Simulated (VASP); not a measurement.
# ZrO2 (Fm-3m) in VASP: a series of runs, part 2 of 2

VASP 6.6.1. The steps go on from the part before.

## (5) Single point, PBE (strain -1.0%)

File INCAR:

```
SYSTEM = ZrO2
ALGO = Normal
EDIFF = 1E-6
ENCUT = 600
GGA = PE
GGA_COMPAT = .False.
ISIF = 2
ISMEAR = 0
LASPH = .True.
LCHARG = .False.
LREAL = .False.
LWAVE = .False.
NBANDS = 19
NELM = 120
PREC = Accurate
SIGMA = 0.01
```

File KPOINTS:

```
k-points
0
Gamma
  6 6 6
  0 0 0
```

File POSCAR:

```
ZrO2
1.0
    0.0000000000      2.5192664499      2.5192664499
    2.5192664499      0.0000000000      2.5192664499
    2.5192664499      2.5192664499      0.0000000000
Zr O
1 2
Direct
    0.0000000000      0.0000000000      0.0000000000
    0.2500000000      0.2500000000      0.2500000000
    0.7500000000      0.7500000000      0.7500000000
```

Potentials or basis: VASP PAW PBE potentials, release 64 (Zr_sv, O).

Run with:

```console
cat potpaw_PBE.64/Zr_sv/POTCAR potpaw_PBE.64/O/POTCAR > POTCAR
mpirun -np 1 vasp_std > vasp.out
```

OUTCAR:

```text
SYSTEM = ZrO2
   EDIFF = 1E-6
   ENCUT = 600
   GGA = PE
   ISIF = 2
   ISMEAR = 0
   LASPH = .True.
   LREAL = .False.
   NELM = 120
   PREC = Accurate

 ion  position               nearest neighbor table
   1  0.000  0.000  0.000-   3 2.18   3 2.18   3 2.18   2 2.18   3 2.18   2 2.18   2 2.18   2 2.18

   2  0.250  0.250  0.250-   1 2.18   1 2.18   1 2.18   1 2.18
   3  0.750  0.750  0.750-   1 2.18   1 2.18   1 2.18   1 2.18

  LATTYP: Found a face centered cubic cell.
 ALAT       =     5.0385328998

  Lattice vectors:

 A1 = (   0.0000000000,   2.5192664499,   2.5192664499)
 A2 = (   2.5192664499,   0.0000000000,   2.5192664499)
 A3 = (   2.5192664499,   2.5192664499,   0.0000000000)

Analysis of symmetry for initial positions (statically):
=====================================================================
 Subroutine PRICEL returns:
 Original cell was already a primitive cell.

 Routine SETGRP: Setting up the symmetry group for a
 face centered cubic supercell.

 Subroutine GETGRP returns: Found 48 space group operations
 (whereof 48 operations were pure point group operations)
[... 153 lines left out ...]
  free energy    TOTEN  =       -28.51456919 eV

  energy without entropy =      -28.51456919  energy(sigma->0) =      -28.51456919

 E-fermi :   7.6611     XC(G=0): -11.9475

 val. band max:        7.5709077667   @ k =   0.5000   0.5000   0.0000
 cond. band min:      11.0080879333   @ k =   0.0000   0.0000   0.0000
 fundamental gap:      3.4371801666
 Fermi energy:         7.6611438028

 k-point     1 :       0.0000    0.0000    0.0000
  band No.  band energies     occupation
      1     -40.3736      2.00000
      2     -18.1974      2.00000
      3     -18.1974      2.00000
      4     -18.1974      2.00000
      5     -10.7716      2.00000
      6      -8.1024      2.00000
[... 329 lines left out ...]
      6      -8.6890      2.00000
[... 11 lines left out ...]
     18      20.3649      0.00000
     19      22.8028      0.00000

------------------------ aborting loop because EDIFF is reached ----------------------------------------

  FORCE on cell =-STRESS in cart. coord.  units (eV):
  Direction    XX          YY          ZZ          XY          YZ          ZX
  --------------------------------------------------------------------------------------
  -------------------------------------------------------------------------------------
  Total        2.3959257      2.3959257      2.3959257      0.0000000      0.0000000      0.0000000
  in kB      120.0415559    120.0415559    120.0415559      0.0000000      0.0000000      0.0000000
  external PRESSURE =     120.0415559 kB  Pullay stress =       0.0000000 kB

 VOLUME and BASIS-vectors are now :
 -----------------------------------------------------------------------------
  energy-cutoff  :      600.00
  volume of cell :       31.98
      direct lattice vectors                 reciprocal lattice vectors
     0.000000000  2.519266450  2.519266450    -0.198470471  0.198470471  0.198470471
     2.519266450  0.000000000  2.519266450     0.198470471 -0.198470471  0.198470471
     2.519266450  2.519266450  0.000000000     0.198470471  0.198470471 -0.198470471

 POSITION                                       TOTAL-FORCE (eV/Angst)
 -----------------------------------------------------------------------------------
      0.00000      0.00000      0.00000        -0.000000     -0.000000     -0.000000
      1.25963      1.25963      1.25963        -0.000000      0.000000      0.000000
      3.77890      3.77890      3.77890         0.000000     -0.000000     -0.000000
 -----------------------------------------------------------------------------------
    total drift:                                0.000000      0.000000      0.000000

  FREE ENERGIE OF THE ION-ELECTRON SYSTEM (eV)
  ---------------------------------------------------
  free  energy   TOTEN  =       -28.5145691891 eV

  energy  without entropy=      -28.5145691891  energy(sigma->0) =      -28.51456919
```

OSZICAR:

```text
N       E                     dE             d eps       ncg     rms          rms(c)
DAV:   1     0.188419870196E+03    0.18842E+03   -0.15302E+04   608   0.144E+03
DAV:   2    -0.257054244793E+02   -0.21413E+03   -0.20795E+03   753   0.360E+02
DAV:   3    -0.345575403420E+02   -0.88521E+01   -0.88055E+01   841   0.684E+01
DAV:   4    -0.347787383489E+02   -0.22120E+00   -0.22076E+00   819   0.892E+00
DAV:   5    -0.347820598736E+02   -0.33215E-02   -0.33214E-02   809   0.994E-01    0.258E+01
DAV:   6    -0.285821257406E+02    0.61999E+01   -0.22480E+01   637   0.398E+01    0.900E+00
DAV:   7    -0.285408540515E+02    0.41272E-01   -0.96096E-01   756   0.759E+00    0.727E+00
DAV:   8    -0.285350361549E+02    0.58179E-02   -0.35612E-01   656   0.559E+00    0.324E+00
DAV:   9    -0.285135952863E+02    0.21441E-01   -0.65113E-02   655   0.222E+00    0.338E-01
DAV:  10    -0.285147990727E+02   -0.12038E-02   -0.62703E-03   700   0.766E-01    0.406E-01
DAV:  11    -0.285145446667E+02    0.25441E-03   -0.94695E-04   659   0.319E-01    0.467E-02
DAV:  12    -0.285145799257E+02   -0.35259E-04   -0.73982E-05   713   0.672E-02    0.761E-02
DAV:  13    -0.285145684007E+02    0.11525E-04   -0.48953E-05   712   0.599E-02    0.689E-03
DAV:  14    -0.285145694300E+02   -0.10292E-05   -0.37195E-06   703   0.197E-02    0.117E-02
DAV:  15    -0.285145691891E+02    0.24089E-06   -0.69034E-07   429   0.774E-03
   1 F= -.28514569E+02 E0= -.28514569E+02  d E =-.340002E-39
```

stdout:

```text
POSCAR found type information on POSCAR ZrO
 POSCAR found :  2 types and       3 ions
 scaLAPACK will be used
 LDA part: xc-table for (Slater+PW92), standard interpolation
 POSCAR, INCAR and KPOINTS ok, starting setup
 FFT: planning ... GRIDC
 FFT: planning ... GRID_SOFT
 FFT: planning ... GRID
 WAVECAR not read
 entering main loop
```

Run time: 10 s. Hardware: 1 thread of Intel Xeon Platinum 8559C (Emerald Rapids), shared host; peak memory 0.15 GiB.

What came out:

| Item | Value |
| --- | --- |
| Free energy | -28.5146 eV |
| Pressure | 12.0 GPa |
| Band gap on the k mesh | 3.44 eV, indirect (least direct gap 3.91 eV) |

Levels at points of the mesh, in eV from the valence-band top:
| k point | band 10 | band 11 | band 12 | band 13 | band 14 | band 15 |
| --- | --- | --- | --- | --- | --- | --- |
| (0.00, 0.00, 0.00) | -0.54 | -0.54 | -0.54 | 3.44 | 3.44 | 6.81 |
| (0.50, 0.00, 0.00) | -2.50 | -1.67 | -1.67 | 4.12 | 4.12 | 6.37 |
| (0.50, 0.50, 0.00) | -1.55 | -1.55 | 0.00 | 3.91 | 4.90 | 6.11 |

Caveat: the cell differs from its parent crystal (strain -1.0%).

## (6) Single point, PBE (strain +1.0%)

File INCAR:

```
PREC = Accurate ; ENCUT = 600
EDIFF = 1E-6 ; ISMEAR = 0
SIGMA = 0.01 ; LREAL = F
LASPH = T ; NELM = 120
ALGO = Normal ; ISIF = 2
LWAVE = F ; LCHARG = F
GGA = PE ; NBANDS = 19
GGA_COMPAT = F
```

File KPOINTS:

```
Automatic mesh
0
Gamma
  6 6 6
```

File POSCAR:

```
ZrO2
1.0
    0.0000000000      2.5701607216      2.5701607216
    2.5701607216      0.0000000000      2.5701607216
    2.5701607216      2.5701607216      0.0000000000
Zr O
1 2
Direct
    0.0000000000      0.0000000000      0.0000000000
    0.2500000000      0.2500000000      0.2500000000
    0.7500000000      0.7500000000      0.7500000000
```

Potentials or basis: VASP PAW PBE potentials, release 64 (Zr_sv, O).

Run with:

```console
cat potpaw_PBE.64/Zr_sv/POTCAR potpaw_PBE.64/O/POTCAR > POTCAR
mpirun -np 1 vasp_std > vasp.out
```

Run time: 13 s. Hardware: 1 thread of Intel Xeon Platinum 8559C (Emerald Rapids), shared host; peak memory 0.17 GiB.

It converged, with:

* Free energy: -28.5699 eV
* Pressure: -3.2 GPa
* Band gap on the k mesh: 3.27 eV, indirect (least direct gap 3.69 eV)

Levels at points of the mesh, in eV from the valence-band top:
| k point | band 9 | band 10 | band 11 | band 12 | band 13 | band 14 | band 15 | band 16 |
| --- | --- | --- | --- | --- | --- | --- | --- | --- |
| (0.00, 0.00, 0.00) | -5.06 | -0.52 | -0.52 | -0.52 | 3.27 | 3.27 | 6.36 | 9.01 |
| (0.50, 0.00, 0.00) | -2.47 | -2.45 | -1.62 | -1.62 | 3.88 | 3.88 | 5.82 | 8.15 |
| (0.50, 0.50, 0.00) | -3.09 | -1.47 | -1.47 | 0.00 | 3.69 | 4.58 | 5.57 | 7.03 |

Caveat: the cell differs from its parent crystal (strain +1.0%). A k mesh can miss the band edges.

## (7) Summary

| cell | gap on the mesh (eV) | pressure (GPa) |
| --- | --- | --- |
| a = 3.455 Å, angles 60.0°, 3 atoms | 3.68 | 43.8 |
| a = 3.491 Å, angles 60.0°, 3 atoms | 3.60 | 31.8 |
| a = 3.527 Å, angles 60.0°, 3 atoms | 3.52 | 21.3 |
| a = 3.563 Å, angles 60.0°, 3 atoms | 3.44 | 12.0 |
| a = 3.635 Å, angles 60.0°, 3 atoms | 3.27 | -3.2 |

Alike in all rows: task single point; level PBE; potentials or basis VASP PAW PBE potentials, release 64 (Zr_sv, O); no spin polarisation; k mesh 6 × 6 × 6; cutoff (eV) 600; smearing gaussian 0.01 eV.

Total energies depend on the potentials used, so only differences within one code and one set of settings carry meaning.
